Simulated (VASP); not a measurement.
# CuO (zincblende type) (F-43m) in VASP: notebook, part 3 of 3

VASP 6.6.1. The steps go on from the part before.

**4. Electric field gradients, PBE**

This run uses another cell than the first one, of 11.57 Å³/atom.

The input, INCAR:

```
PREC = Accurate ; ENCUT = 520
EDIFF = 1E-8 ; ISMEAR = -1
SIGMA = 0.05 ; LREAL = F
LASPH = T ; NELM = 100
ALGO = Normal ; ISIF = 2
LWAVE = F ; LCHARG = F
GGA = PE ; LEFG = T
NBANDS = 16
```

The input, KPOINTS:

```
regular mesh
0
Gamma
  16 16 16
```

The input, POSCAR:

```
CuO
1.0
    0.0000000000      2.2618017513      2.2618017513
    2.2618017513      0.0000000000      2.2618017513
    2.2618017513      2.2618017513      0.0000000000
Cu O
1 1
Direct
    0.0000000000      0.0000000000      0.0000000000
    0.2500000000      0.2500000000      0.2500000000
```

Potentials or basis: VASP PAW PBE potentials, release 64 (Cu, O).

On the command line:

```console
> cat potpaw_PBE.64/Cu/POTCAR potpaw_PBE.64/O/POTCAR > POTCAR
> mpirun -np 1 vasp_std > vasp.out
```

OUTCAR:

```text
PREC = Accurate
   ENCUT = 520
   EDIFF = 1E-8
   ISMEAR = -1
   LREAL = F
   LASPH = T
   NELM = 100
   ISIF = 2
   GGA = PE

 ion  position               nearest neighbor table
   1  0.000  0.000  0.000-   2 1.96   2 1.96   2 1.96   2 1.96
   2  0.250  0.250  0.250-   1 1.96   1 1.96   1 1.96   1 1.96

  LATTYP: Found a face centered cubic cell.
 ALAT       =     4.5236035026

  Lattice vectors:

 A1 = (   0.0000000000,   2.2618017513,   2.2618017513)
 A2 = (   2.2618017513,   0.0000000000,   2.2618017513)
 A3 = (   2.2618017513,   2.2618017513,   0.0000000000)

Analysis of symmetry for initial positions (statically):
=====================================================================
 Subroutine PRICEL returns:
 Original cell was already a primitive cell.

 Routine SETGRP: Setting up the symmetry group for a
 face centered cubic supercell.

 Subroutine GETGRP returns: Found 24 space group operations
 (whereof 24 operations were pure point group operations)
 out of a pool of 48 trial point group operations.

The static configuration has the point symmetry T_d .

Analysis of symmetry for dynamics (positions and initial velocities):
=====================================================================
 Subroutine PRICEL returns:
 Original cell was already a primitive cell.

 Routine SETGRP: Setting up the symmetry group for a
 face centered cubic supercell.

 Subroutine GETGRP returns: Found 24 space group operations
 (whereof 24 operations were pure point group operations)
 out of a pool of 48 trial point group operations.

The dynamic configuration has the point symmetry T_d .

 Subroutine INISYM returns: Found 24 space group operations
 (whereof 24 operations are pure point group operations),
 and found     1 'primitive' translations

----------------------------------------------------------------------------------------

                                     Primitive cell

  volume of cell :      23.1416

  direct lattice vectors                    reciprocal lattice vectors
     0.000000000  2.261801751  2.261801751    -0.221062699  0.221062699  0.221062699
     2.261801751  0.000000000  2.261801751     0.221062699 -0.221062699  0.221062699
     2.261801751  2.261801751  0.000000000     0.221062699  0.221062699 -0.221062699

  length of vectors
     3.198670712  3.198670712  3.198670712     0.382891827  0.382891827  0.382891827

  position of ions in fractional coordinates (direct lattice)
     0.000000000  0.000000000  0.000000000
     0.250000000  0.250000000  0.250000000

  ion indices of the primitive-cell ions
   primitive index   ion index
                 1           1
                 2           2

----------------------------------------------------------------------------------------

 KPOINTS: regular mesh

[... 71 lines left out ...]
   IBRION =     -1    ionic relax: 0-MD 1-quasi-New 2-CG
   NFREE  =      0    steps in history (QN), initial steepest desc. (CG)
   ISIF   =      2    stress and relaxation
   ISYM   =      2    0-nonsym 1-usesym 2-fastsym
   POTIM  = 0.5000    time-step for ionic-motion
   TEBEG  =    0.0;   TEEND  =   0.0 temperature during run
   PSTRESS=    0.0 pullay stress
   NELECT =      17.0000    total number of electrons
   NUPDOWN=      -1.0000    fix difference up-down
   EMIN   =  10.00;   EMAX   =-10.00  energy-range for DOS
   EFERMI =   0.00;   METHOD = LEGACY
   ISMEAR =    -1;   SIGMA  =   0.05  broadening in eV -4-tet -1-fermi 0-gaus
   EFERMI_NEDOS =   21; number of points for ismear=-14 and -15
   IALGO  =     38    algorithm
   IMIX   =      4    mixing-type and parameters
     AMIX     =   0.40;   BMIX     =  1.00
     AMIX_MAG =   1.60;   BMIX_MAG =  1.00
  volume/ion in A,a.u.               =      11.57        78.08
  Fermi-wavevector in a.u.,A,eV,Ry     =   1.477157  2.791422 29.687807  2.181992
  Thomas-Fermi vector in A             =   2.591595
   LORBIT       =      0    0 simple, 1 ext, 2 COOP (PROOUT), +10 PAW based schemes
   GGA     = PE    functional components
   LHFCALC =     F    Hartree Fock is set to
   AEXX    =    0.0000 exact exchange contribution
   IVDW    =     0    specifies the selected vdW correction
   LEPSILON=     F    determine dielectric tensor
   LRPA    =     F    only Hartree local field effects (RPA)
 non-spin polarized calculation
  energy-cutoff  :      520.00
  volume of cell :       23.14
 maximum number of plane-waves:       636
   NGX = 11   NGY = 11   NGZ = 11

 number of electron      17.0000022 magnetization

 Free energy of the ion-electron system (eV)
  ---------------------------------------------------
  ext. energy  EPLUGINS =         0.00000000
  ---------------------------------------------------
  free energy    TOTEN  =        -9.56675163 eV

  energy without entropy =       -9.54602612  energy(sigma->0) =       -9.55638888

 E-fermi :   4.0102     XC(G=0): -11.0365

 val. band max:        4.0092754989   @ k =  -0.4375   0.0625   0.0000
 cond. band min:       4.0167262920   @ k =  -0.3125   0.1875   0.0625
 fundamental gap:      0.0074507931
 Fermi energy:         4.0102247966

 k-point     1 :       0.0000    0.0000    0.0000
  band No.  band energies     occupation
      1     -14.8765      2.00000
      2      -0.8768      2.00000
      3      -0.8768      2.00000
      4      -0.8768      2.00000
      5       1.9727      2.00000
      6       1.9727      2.00000
[... 433 lines left out ...]
      3      -0.8450      2.00000
      4      -0.8449      2.00000
      5       1.9474      2.00000
      6       1.9762      2.00000
[... 8 lines left out ...]
     15      23.7301      0.00000
     16      25.4653      0.00000

 [... further k-points ...]

------------------------ aborting loop because EDIFF is reached ----------------------------------------

  FORCE on cell =-STRESS in cart. coord.  units (eV):
  Direction    XX          YY          ZZ          XY          YZ          ZX
  --------------------------------------------------------------------------------------
  -------------------------------------------------------------------------------------
  Total        0.0974541      0.0974541      0.0974541     -0.0000000     -0.0000000     -0.0000000
  in kB        6.7470981      6.7470981      6.7470981     -0.0000000     -0.0000000     -0.0000000
  external PRESSURE =       6.7470981 kB  Pullay stress =       0.0000000 kB

 VOLUME and BASIS-vectors are now :
 -----------------------------------------------------------------------------
  energy-cutoff  :      520.00
  volume of cell :       23.14
      direct lattice vectors                 reciprocal lattice vectors
     0.000000000  2.261801751  2.261801751    -0.221062699  0.221062699  0.221062699
     2.261801751  0.000000000  2.261801751     0.221062699 -0.221062699  0.221062699
     2.261801751  2.261801751  0.000000000     0.221062699  0.221062699 -0.221062699

 POSITION                                       TOTAL-FORCE (eV/Angst)
 -----------------------------------------------------------------------------------
      0.00000      0.00000      0.00000        -0.000000     -0.000000     -0.000000
      1.13090      1.13090      1.13090         0.000000      0.000000      0.000000
 -----------------------------------------------------------------------------------
    total drift:                                0.000001      0.000001      0.000001

  FREE ENERGIE OF THE ION-ELECTRON SYSTEM (eV)
  ---------------------------------------------------
  free  energy   TOTEN  =        -9.5667516261 eV

  energy  without entropy=       -9.5460261244  energy(sigma->0) =       -9.55638888

 Electric field gradients (V/A^2)
---------------------------------------------------------------------
 ion       V_xx      V_yy      V_zz      V_xy      V_xz      V_yz
---------------------------------------------------------------------
   1      -0.000    -0.000    -0.000    -0.000    -0.000    -0.000
   2      -0.000     0.000    -0.000     0.002     0.002     0.002
---------------------------------------------------------------------

 Electric field gradients after diagonalization (V/A^2)
 (convention: |V_zz| > |V_xx| > |V_yy|)
----------------------------------------------------------------------
 ion       V_xx      V_yy      V_zz     asymmetry (V_yy - V_xx)/ V_zz
----------------------------------------------------------------------
   1       0.000     0.000    -0.001       0.000
   2      -0.002    -0.002     0.003       0.000
----------------------------------------------------------------------

           NMR quadrupolar parameters

 Cq : quadrupolar parameter    Cq=e*Q*V_zz/h
 eta: asymmetry parameters     (V_yy - V_xx)/ V_zz
 Q  : nuclear electric quadrupole moment in mb (millibarn)
----------------------------------------------------------------------
 ion       Cq(MHz)       eta       Q (mb)
----------------------------------------------------------------------
   1      -0.000       0.000       1.000
   2       0.000       0.000       1.000
----------------------------------------------------------------------
```

Run time: 52 s. Hardware: 1 thread of Intel Xeon 6455B, shared host; peak memory 0.18 GiB.

Results:

```yaml
Free_energy: -9.5668 eV
Pressure: 0.7 GPa
Band_gap_on_the_k_mesh: zero (an odd number of electrons rules out a gap without spin polarisation)
Largest_electric_field_gradient_by_atom: zero within the noise of the run
```

Caveat: an odd number of electrons without spin polarisation forces a metal; a magnetic or distorted state may lie lower; semilocal functionals often make such compounds metallic where correlation or magnetic order opens a gap, which also shifts bond lengths.

**5. Electric field gradients, PBE**

This run uses another cell than the first one, of 11.57 Å³/atom.

The input, INCAR:

```
SYSTEM = CuO
ALGO = Normal
EDIFF = 1E-8
ENCUT = 520
GGA = PE
ISIF = 2
ISMEAR = -1
LASPH = .TRUE.
LCHARG = .FALSE.
LEFG = .TRUE.
LREAL = .FALSE.
LWAVE = .FALSE.
NBANDS = 16
NELM = 80
PREC = Accurate
SIGMA = 0.05
```

The input, KPOINTS:

```
k-points
0
G
  16 16 16
  0 0 0
```

POSCAR is that of step 4.

Potentials or basis: VASP PAW PBE potentials, release 64 (Cu, O).

On the command line:

```console
> cat potpaw_PBE.64/Cu/POTCAR potpaw_PBE.64/O/POTCAR > POTCAR
> mpirun -np 1 vasp_std > vasp.out
```

OUTCAR:

```text
SYSTEM = CuO
   EDIFF = 1E-8
   ENCUT = 520
   GGA = PE
   ISIF = 2
   ISMEAR = -1
   LASPH = .TRUE.
   LREAL = .FALSE.
   NELM = 80
   PREC = Accurate

 ion  position               nearest neighbor table
   1  0.000  0.000  0.000-   2 1.96   2 1.96   2 1.96   2 1.96
   2  0.250  0.250  0.250-   1 1.96   1 1.96   1 1.96   1 1.96

  LATTYP: Found a face centered cubic cell.
 ALAT       =     4.5236035026

  Lattice vectors:

 A1 = (   0.0000000000,   2.2618017513,   2.2618017513)
 A2 = (   2.2618017513,   0.0000000000,   2.2618017513)
 A3 = (   2.2618017513,   2.2618017513,   0.0000000000)

Analysis of symmetry for initial positions (statically):
=====================================================================
 Subroutine PRICEL returns:
 Original cell was already a primitive cell.

 Routine SETGRP: Setting up the symmetry group for a
 face centered cubic supercell.

 Subroutine GETGRP returns: Found 24 space group operations
 (whereof 24 operations were pure point group operations)
 out of a pool of 48 trial point group operations.

The static configuration has the point symmetry T_d .

Analysis of symmetry for dynamics (positions and initial velocities):
=====================================================================
 Subroutine PRICEL returns:
 Original cell was already a primitive cell.

 Routine SETGRP: Setting up the symmetry group for a
 face centered cubic supercell.

 Subroutine GETGRP returns: Found 24 space group operations
 (whereof 24 operations were pure point group operations)
 out of a pool of 48 trial point group operations.

The dynamic configuration has the point symmetry T_d .

[... 157 lines left out ...]
      4      -0.8768      2.00000
      5       1.9727      2.00000
      6       1.9727      2.00000
[... 433 lines left out ...]
      3      -0.8450      2.00000
      4      -0.8449      2.00000
      5       1.9474      2.00000
      6       1.9762      2.00000
[... 8 lines left out ...]
     15      23.7301      0.00000
     16      25.4653      0.00000

 [... further k-points ...]

------------------------ aborting loop because EDIFF is reached ----------------------------------------

  FORCE on cell =-STRESS in cart. coord.  units (eV):
  Direction    XX          YY          ZZ          XY          YZ          ZX
  --------------------------------------------------------------------------------------
  -------------------------------------------------------------------------------------
  Total        0.0974541      0.0974541      0.0974541     -0.0000000     -0.0000000     -0.0000000
  in kB        6.7470981      6.7470981      6.7470981     -0.0000000     -0.0000000     -0.0000000
  external PRESSURE =       6.7470981 kB  Pullay stress =       0.0000000 kB

 VOLUME and BASIS-vectors are now :
 -----------------------------------------------------------------------------
  energy-cutoff  :      520.00
  volume of cell :       23.14
      direct lattice vectors                 reciprocal lattice vectors
     0.000000000  2.261801751  2.261801751    -0.221062699  0.221062699  0.221062699
     2.261801751  0.000000000  2.261801751     0.221062699 -0.221062699  0.221062699
     2.261801751  2.261801751  0.000000000     0.221062699  0.221062699 -0.221062699

 POSITION                                       TOTAL-FORCE (eV/Angst)
 -----------------------------------------------------------------------------------
      0.00000      0.00000      0.00000        -0.000000     -0.000000     -0.000000
      1.13090      1.13090      1.13090         0.000000      0.000000      0.000000
 -----------------------------------------------------------------------------------
    total drift:                                0.000001      0.000001      0.000001

  FREE ENERGIE OF THE ION-ELECTRON SYSTEM (eV)
  ---------------------------------------------------
  free  energy   TOTEN  =        -9.5667516261 eV

  energy  without entropy=       -9.5460261244  energy(sigma->0) =       -9.55638888

 Electric field gradients (V/A^2)
---------------------------------------------------------------------
 ion       V_xx      V_yy      V_zz      V_xy      V_xz      V_yz
---------------------------------------------------------------------
   1      -0.000    -0.000    -0.000    -0.000    -0.000    -0.000
   2      -0.000     0.000    -0.000     0.002     0.002     0.002
---------------------------------------------------------------------

 Electric field gradients after diagonalization (V/A^2)
 (convention: |V_zz| > |V_xx| > |V_yy|)
----------------------------------------------------------------------
 ion       V_xx      V_yy      V_zz     asymmetry (V_yy - V_xx)/ V_zz
----------------------------------------------------------------------
   1       0.000     0.000    -0.001       0.000
   2      -0.002    -0.002     0.003       0.000
----------------------------------------------------------------------

           NMR quadrupolar parameters

 Cq : quadrupolar parameter    Cq=e*Q*V_zz/h
 eta: asymmetry parameters     (V_yy - V_xx)/ V_zz
 Q  : nuclear electric quadrupole moment in mb (millibarn)
----------------------------------------------------------------------
 ion       Cq(MHz)       eta       Q (mb)
----------------------------------------------------------------------
   1      -0.000       0.000       1.000
   2       0.000       0.000       1.000
----------------------------------------------------------------------
```

OSZICAR:

```text
N       E                     dE             d eps       ncg     rms          rms(c)
DAV:   1     0.907474038729E+02    0.90747E+02   -0.82734E+03  5056   0.153E+03
DAV:   2    -0.715497699716E+01   -0.97902E+02   -0.87332E+02  4936   0.277E+02
DAV:   3    -0.125387230474E+02   -0.53837E+01   -0.51182E+01  5840   0.662E+01
DAV:   4    -0.126027832372E+02   -0.64060E-01   -0.64012E-01  5280   0.707E+00
DAV:   5    -0.126039037664E+02   -0.11205E-02   -0.11205E-02  6280   0.997E-01    0.120E+01
DAV:   6    -0.114381454493E+02    0.11658E+01   -0.19318E+01  5248   0.117E+02    0.986E+00
DAV:   7    -0.957606786063E+01    0.18621E+01   -0.65127E+00  5888   0.927E+01    0.164E+00
DAV:   8    -0.958920132597E+01   -0.13133E-01   -0.39216E-01  4992   0.546E+00    0.110E+00
DAV:   9    -0.956927740541E+01    0.19924E-01   -0.44339E-02  7992   0.521E+00    0.455E-01
DAV:  10    -0.956670627179E+01    0.25711E-02   -0.70299E-03  7248   0.181E+00    0.210E-01
DAV:  11    -0.956667095317E+01    0.35319E-04   -0.17513E-03  5352   0.406E-01    0.471E-02
DAV:  12    -0.956672613576E+01   -0.55183E-04   -0.66527E-05  6192   0.114E-01    0.538E-02
DAV:  13    -0.956675255007E+01   -0.26414E-04   -0.54140E-05  5488   0.830E-02    0.106E-02
DAV:  14    -0.956675185600E+01    0.69407E-06   -0.22004E-06  6520   0.153E-02    0.573E-03
DAV:  15    -0.956675162093E+01    0.23507E-06   -0.67083E-07  5664   0.799E-03    0.834E-04
DAV:  16    -0.956675162608E+01   -0.51466E-08   -0.47853E-08  6000   0.240E-03
   1 F= -.95667516E+01 E0= -.95563889E+01  d E =-.207255E-01
```

Run time: 48 s. Hardware: 1 thread of Intel Xeon 6455B, shared host; peak memory 0.17 GiB.

Results:

| Quantity | Value |
| --- | --- |
| Free energy | -9.5668 eV |
| Pressure | 0.7 GPa |
| Band gap on the k mesh | zero (an odd number of electrons rules out a gap without spin polarisation) |
| Largest electric field gradient by atom | zero within the noise of the run |

Levels at points of the mesh, in eV from the Fermi level:
```csv
k point,band 7,band 8,band 9,band 10,band 11,band 12
"(0.00, 0.00, 0.00)",0.80,0.80,0.80,0.99,14.37,14.37
"(0.50, 0.00, 0.00)",-1.82,-0.02,-0.02,6.16,7.92,13.98
"(0.50, 0.50, 0.00)",-1.40,-1.14,-1.14,5.86,9.98,11.56
```

Caveat: an odd number of electrons without spin polarisation forces a metal; a magnetic or distorted state may lie lower; semilocal functionals often make such compounds metallic where correlation or magnetic order opens a gap, which also shifts bond lengths. With open d or f shells a metallic result of PBE can be an artefact of self-interaction; +U or a hybrid may open a gap.

**6. Summary**

```csv
cell,smearing,gap on the mesh (eV),pressure (GPa)
"a = 3.134 Å, angles 60.0°, 2 atoms",tetrahedron,none,10.6
"a = 3.166 Å, angles 60.0°, 2 atoms",fermi-dirac 0.05 eV,none,5.3
"a = 3.199 Å, angles 60.0°, 2 atoms",fermi-dirac 0.05 eV,none,0.7
```

Alike in all rows: task electric field gradients; level PBE; potentials or basis VASP PAW PBE potentials, release 64 (Cu, O); no spin polarisation; k mesh 16 × 16 × 16; cutoff (eV) 520.

Caveats: an odd number of electrons without spin polarisation forces a metal; a magnetic or distorted state may lie lower; semilocal functionals often make such compounds metallic where correlation or magnetic order opens a gap, which also shifts bond lengths; the cell stands under pressure (at least some runs).

Absolute energies hang on the potentials; compare differences alone.
